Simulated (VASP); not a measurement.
# SiO2 (Cristobalite) (P4_12_12) in VASP: a series of runs, part 2 of 2

VASP 6.6.1.

## 3. Electric field gradients, r2SCAN

File POSCAR:

```
SiO2
1.0
    4.9877000000      0.0000000000      0.0000000000
    0.0000000000      4.9877000000      0.0000000000
    0.0000000000      0.0000000000      6.9697000000
Si O
4 8
Direct
    0.3033703345      0.3033703345      0.0000000000
    0.1966296655      0.8033703345      0.2500000000
    0.6966296655      0.6966296655      0.5000000000
    0.8033703345      0.1966296655      0.7500000000
    0.2375624191      0.1128706776      0.1832718655
    0.3871293224      0.7375624191      0.4332718655
    0.7624375809      0.8871293224      0.6832718655
    0.6128706776      0.2624375809      0.9332718655
    0.7375624191      0.3871293224      0.5667281345
    0.8871293224      0.7624375809      0.3167281345
    0.2624375809      0.6128706776      0.0667281345
    0.1128706776      0.2375624191      0.8167281345
```

File INCAR.step1:

```
PREC     = Accurate       # precision mode
ENCUT    = 520            # plane-wave cutoff, eV
ISMEAR   = -1             # smearing method
SIGMA    = 0.02           # smearing width, eV
LREAL    = False          # projectors in reciprocal space
LASPH    = True           # aspherical terms in the spheres
NELM     = 60             # most SCF steps
NBANDS   = 44             # bands
GGA      = PE             # functional
ALGO     = Normal         # electronic algorithm
EDIFF    = 1E-4           # SCF threshold, eV
LWAVE    = True           # write WAVECAR
LCHARG   = False          # write CHGCAR
```

File INCAR.step2:

```
PREC     = Accurate       # precision mode
ENCUT    = 520            # plane-wave cutoff, eV
EDIFF    = 1E-8           # SCF threshold, eV
ISMEAR   = -1             # smearing method
SIGMA    = 0.02           # smearing width, eV
LREAL    = False          # projectors in reciprocal space
LASPH    = True           # aspherical terms in the spheres
NELM     = 60             # most SCF steps
ALGO     = Normal         # electronic algorithm
ISIF     = 2              # what is computed and relaxed
LWAVE    = False          # write WAVECAR
LCHARG   = False          # write CHGCAR
METAGGA  = R2SCAN         # meta-GGA
LMIXTAU  = True         
LEFG     = True         
NBANDS   = 44             # bands
ISTART   = 1
```

File KPOINTS:

```
regular mesh
0
Gamma
  5 5 4
```

Potentials or basis: VASP PAW PBE potentials, release 64 (Si, O).

On the command line:

```console
> cat potpaw_PBE.64/Si/POTCAR potpaw_PBE.64/O/POTCAR > POTCAR
> cp INCAR.step1 INCAR
> mpirun -np 1 vasp_std > vasp.out
> cp INCAR.step2 INCAR
> mpirun -np 1 vasp_std > vasp.out
```

OUTCAR:

```text
PREC = Accurate
   ENCUT = 520
   EDIFF = 1E-8
   ISMEAR = -1
   LREAL = False
   LASPH = True
   NELM = 60
   ISIF = 2
   METAGGA = R2SCAN
   ISTART = 1

 ion  position               nearest neighbor table
   1  0.303  0.303  0.000-   8 1.63  11 1.63   5 1.63  12 1.63   2 3.09   4 3.09   2 3.09   4 3.09

   2  0.197  0.803  0.250-   5 1.63  10 1.63   6 1.63  11 1.63   1 3.09   3 3.09   1 3.09   3 3.09

   3  0.697  0.697  0.500-   6 1.63   9 1.63   7 1.63  10 1.63   2 3.09   4 3.09   4 3.09   2 3.09

   4  0.803  0.197  0.750-   7 1.63  12 1.63   9 1.63   8 1.63   1 3.09   3 3.09   3 3.09   1 3.09

   5  0.238  0.113  0.183-   2 1.63   1 1.63
   6  0.387  0.738  0.433-   3 1.63   2 1.63
   7  0.762  0.887  0.683-   4 1.63   3 1.63
   8  0.613  0.262  0.933-   1 1.63   4 1.63
   9  0.738  0.387  0.567-   3 1.63   4 1.63
  10  0.887  0.762  0.317-   2 1.63   3 1.63
  11  0.262  0.613  0.067-   1 1.63   2 1.63
  12  0.113  0.238  0.817-   4 1.63   1 1.63

  LATTYP: Found a simple tetragonal cell.
 ALAT       =     4.9877000000
 C/A-ratio  =     1.3973775488

  Lattice vectors:

 A1 = (   4.9877000000,   0.0000000000,   0.0000000000)
 A2 = (   0.0000000000,   4.9877000000,   0.0000000000)
 A3 = (   0.0000000000,   0.0000000000,   6.9697000000)

Analysis of symmetry for initial positions (statically):
=====================================================================
 Subroutine PRICEL returns:
 Original cell was already a primitive cell.

 Routine SETGRP: Setting up the symmetry group for a
 simple tetragonal supercell.

 Subroutine GETGRP returns: Found  8 space group operations
 (whereof  2 operations were pure point group operations)
 out of a pool of 16 trial point group operations.

The static configuration has the point symmetry C_2 .
 The point group associated with its full space group is D_4 .

Analysis of symmetry for dynamics (positions and initial velocities):
=====================================================================
 Subroutine PRICEL returns:
 Original cell was already a primitive cell.

 Routine SETGRP: Setting up the symmetry group for a
 simple tetragonal supercell.

 Subroutine GETGRP returns: Found  8 space group operations
 (whereof  2 operations were pure point group operations)
 out of a pool of 16 trial point group operations.

The dynamic configuration has the point symmetry C_2 .
 The point group associated with its full space group is D_4 .

 Subroutine INISYM returns: Found  8 space group operations
 (whereof  2 operations are pure point group operations),
 and found     1 'primitive' translations

----------------------------------------------------------------------------------------

                                     Primitive cell

  volume of cell :     173.3863

  direct lattice vectors                    reciprocal lattice vectors
     4.987700000  0.000000000  0.000000000     0.200493213  0.000000000  0.000000000
     0.000000000  4.987700000  0.000000000     0.000000000  0.200493213  0.000000000
[... 151 lines left out ...]
 Fermi energy:         0.0716053898

 k-point     1 :       0.0000    0.0000    0.0000
  band No.  band energies     occupation
      1     -20.7154      2.00000
      2     -19.8391      2.00000
      3     -19.8391      2.00000
      4     -18.7465      2.00000
      5     -18.6772      2.00000
      6     -18.6767      2.00000
[... 835 lines left out ...]
     43      11.1538      0.00000
     44      11.1538      0.00000

------------------------ aborting loop because EDIFF is reached ----------------------------------------

  FORCE on cell =-STRESS in cart. coord.  units (eV):
  Direction    XX          YY          ZZ          XY          YZ          ZX
  --------------------------------------------------------------------------------------
  -------------------------------------------------------------------------------------
  Total       -3.4919030     -3.4919030     -4.3371608      0.0000000      0.0000000     -0.0000000
  in kB      -32.2669575    -32.2669575    -40.0775691      0.0000000      0.0000000     -0.0000000
  external PRESSURE =     -34.8704947 kB  Pullay stress =       0.0000000 kB

 VOLUME and BASIS-vectors are now :
 -----------------------------------------------------------------------------
  energy-cutoff  :      520.00
  volume of cell :      173.39
      direct lattice vectors                 reciprocal lattice vectors
     4.987700000  0.000000000  0.000000000     0.200493213  0.000000000  0.000000000
     0.000000000  4.987700000  0.000000000     0.000000000  0.200493213  0.000000000
     0.000000000  0.000000000  6.969700000     0.000000000  0.000000000  0.143478198

 POSITION                                       TOTAL-FORCE (eV/Angst)
 -----------------------------------------------------------------------------------
      1.51312      1.51312      0.00000         0.047890      0.047890      0.000000
      0.98073      4.00697      1.74242        -0.047890      0.047890      0.000000
      3.47458      3.47458      3.48485        -0.047890     -0.047890      0.000000
      4.00697      0.98073      5.22727         0.047890     -0.047890      0.000000
      1.18489      0.56297      1.27735         0.034039     -0.150247     -0.241428
      1.93088      3.67874      3.01977         0.150247      0.034039     -0.241428
      3.80281      4.42473      4.76220        -0.034039      0.150247     -0.241428
      3.05682      1.30896      6.50462        -0.150247     -0.034039     -0.241428
      3.67874      1.93088      3.94993         0.034039      0.150247      0.241428
      4.42473      3.80281      2.20750         0.150247     -0.034039      0.241428
      1.30896      3.05682      0.46508        -0.034039     -0.150247      0.241428
      0.56297      1.18489      5.69235        -0.150247      0.034039      0.241428
 -----------------------------------------------------------------------------------
    total drift:                               -0.000000      0.000000      0.000000

  FREE ENERGIE OF THE ION-ELECTRON SYSTEM (eV)
  ---------------------------------------------------
  free  energy   TOTEN  =      -119.1232529427 eV

  energy  without entropy=     -119.1232529426  energy(sigma->0) =     -119.12325294

 Electric field gradients (V/A^2)
---------------------------------------------------------------------
 ion       V_xx      V_yy      V_zz      V_xy      V_xz      V_yz
---------------------------------------------------------------------
   1       0.327     0.327    -0.653     0.321     2.524    -2.524
   2       0.327     0.327    -0.653    -0.321     2.524     2.524
   3       0.327     0.327    -0.653     0.321    -2.524     2.524
   4       0.327     0.327    -0.653    -0.321    -2.524    -2.524
   5     -48.870    44.178     4.692    18.958   -14.438   -57.547
   6      44.178   -48.870     4.692   -18.958    57.547   -14.438
   7     -48.870    44.178     4.692    18.958    14.438    57.547
   8      44.178   -48.870     4.692   -18.958   -57.547    14.438
   9     -48.870    44.178     4.692   -18.958    14.438   -57.547
  10      44.178   -48.870     4.692    18.958   -57.547   -14.438
  11     -48.870    44.178     4.692   -18.958   -14.438    57.547
  12      44.178   -48.870     4.692    18.958    57.547    14.438
---------------------------------------------------------------------

 Electric field gradients after diagonalization (V/A^2)
 (convention: |V_zz| > |V_xx| > |V_yy|)
----------------------------------------------------------------------
 ion       V_xx      V_yy      V_zz     asymmetry (V_yy - V_xx)/ V_zz
----------------------------------------------------------------------
   1       3.261     0.647    -3.908       0.669
   2       3.261     0.647    -3.908       0.669
   3       3.261     0.647    -3.908       0.669
   4       3.261     0.647    -3.908       0.669
   5     -53.005   -36.374    89.379       0.186
   6     -53.005   -36.374    89.379       0.186
   7     -53.005   -36.374    89.379       0.186
   8     -53.005   -36.374    89.379       0.186
   9     -53.005   -36.374    89.379       0.186
  10     -53.005   -36.374    89.379       0.186
  11     -53.005   -36.374    89.379       0.186
  12     -53.005   -36.374    89.379       0.186
----------------------------------------------------------------------

           NMR quadrupolar parameters

 Cq : quadrupolar parameter    Cq=e*Q*V_zz/h
 eta: asymmetry parameters     (V_yy - V_xx)/ V_zz
 Q  : nuclear electric quadrupole moment in mb (millibarn)
----------------------------------------------------------------------
 ion       Cq(MHz)       eta       Q (mb)
----------------------------------------------------------------------
   1      -0.009       0.669       1.000
   2      -0.009       0.669       1.000
   3      -0.009       0.669       1.000
   4      -0.009       0.669       1.000
   5       0.216       0.186       1.000
   6       0.216       0.186       1.000
   7       0.216       0.186       1.000
   8       0.216       0.186       1.000
   9       0.216       0.186       1.000
  10       0.216       0.186       1.000
  11       0.216       0.186       1.000
  12       0.216       0.186       1.000
----------------------------------------------------------------------
```

Wall time 5.7 min (1 thread of Intel Xeon 6975P-C (Granite Rapids), shared host); peak memory 0.35 GiB.

What came out:

| Item | Value |
| --- | --- |
| Free energy | -119.1233 eV |
| Pressure | -3.5 GPa |
| Largest force | 0.286 eV/Å |
| Band gap on the k mesh | 6.24 eV, direct |

Forces in eV/Å, atoms in the order of the input:
```
Si   0.048  0.048  0.000
Si  -0.048  0.048  0.000
Si  -0.048 -0.048  0.000
Si   0.048 -0.048  0.000
O    0.034 -0.150 -0.241
O    0.150  0.034 -0.241
O   -0.034  0.150 -0.241
O   -0.150 -0.034 -0.241
O    0.034  0.150  0.241
O    0.150 -0.034  0.241
O   -0.034 -0.150  0.241
O   -0.150  0.034  0.241
```

Levels at points of the mesh, in eV from the valence-band top:
```tsv
k point	band 30	band 31	band 32	band 33	band 34	band 35
(0.00, 0.00, 0.00)	-0.33	-0.33	0.00	6.24	9.58	9.58
(0.00, 0.00, 0.50)	-0.55	-0.38	-0.38	7.53	7.53	10.19
```

Electric field gradients, principal values (V/Å²):
| atom | least | middle | greatest (by size) |
| --- | --- | --- | --- |
| 1 Si | 0.647 | 3.261 | -3.908 |
| 2 Si | 0.647 | 3.261 | -3.908 |
| 3 Si | 0.647 | 3.261 | -3.908 |
| 4 Si | 0.647 | 3.261 | -3.908 |
| 5 O | -36.374 | -53.005 | 89.379 |
| 6 O | -36.374 | -53.005 | 89.379 |
| 7 O | -36.374 | -53.005 | 89.379 |
| 8 O | -36.374 | -53.005 | 89.379 |
| 9 O | -36.374 | -53.005 | 89.379 |
| 10 O | -36.374 | -53.005 | 89.379 |
| 11 O | -36.374 | -53.005 | 89.379 |
| 12 O | -36.374 | -53.005 | 89.379 |

Caveat: without QUAD_EFG the Cq values of the log hold for a quadrupole moment of 1 mb, not for the nuclei; the PAW data sets were made with another functional, which shifts forces and pressure a little.
